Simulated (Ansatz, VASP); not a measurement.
# One calculation of Sn, two programs

INCAR

```
ALGO     = Normal         # electronic algorithm
EDIFF    = 1E-6           # SCF threshold, eV
ENCUT    = 520            # plane-wave cutoff, eV
GGA      = PE             # functional
ISIF     = 2              # what is computed and relaxed
ISMEAR   = -1             # smearing method
LASPH    = True           # aspherical terms in the spheres
LCHARG   = False          # write CHGCAR
LREAL    = False          # projectors in reciprocal space
LWAVE    = False          # write WAVECAR
NBANDS   = 21             # bands
NELM     = 80             # most SCF steps
PREC     = Accurate       # precision mode
SIGMA    = 0.02           # smearing width, eV
```

KPOINTS

```
k-points
0
Gamma
  6 6 6
```

Contents of POSCAR:

```
Sn
1.0
    0.0000000000      3.2941063692      3.2941063692
    3.2941063692      0.0000000000      3.2941063692
    3.2941063692      3.2941063692      0.0000000000
Sn
2
Direct
    0.0000000000      0.0000000000      0.0000000000
    0.2500000000      0.2500000000      0.2500000000
```

Input for Ansatz:

```yaml
crystal:
  lattice:
    - [0.0, 3.2941063692, 3.2941063692]
    - [3.2941063692, 0.0, 3.2941063692]
    - [3.2941063692, 3.2941063692, 0.0]
  atoms:
    - { symbol: Sn, position: [0.0, 0.0, 0.0] }
    - { symbol: Sn, position: [0.25, 0.25, 0.25] }
kpoints:
  mp_grid: { grid: [6, 6, 6] }
hamiltonian:
  xc: pbe
scf:
  occupations: { method: fermi_dirac, width: 0.02 }
  n_extra_bands: 4
output:
  forces: true
  stress: true
  eigenvalues: true
```

Alike in both runs: task single point; functional PBE; k mesh 6 × 6 × 6; occupations fermi-dirac, width 0.02 eV; no spin polarisation.

|  | VASP | Ansatz |
| --- | --- | --- |
| version | VASP 6.6.1 | Ansatz 0.2.0 |
| potentials or method | VASP PAW PBE potentials, release 64 (Sn_d) | plane waves, PAW |
| plane-wave cutoff (eV) | 520 | 420 |
| valence electrons in the cell | 28 | 28 |

```csv
,VASP,Ansatz,Ansatz less VASP
pressure (GPa),1.2,1.2,+0.06
```
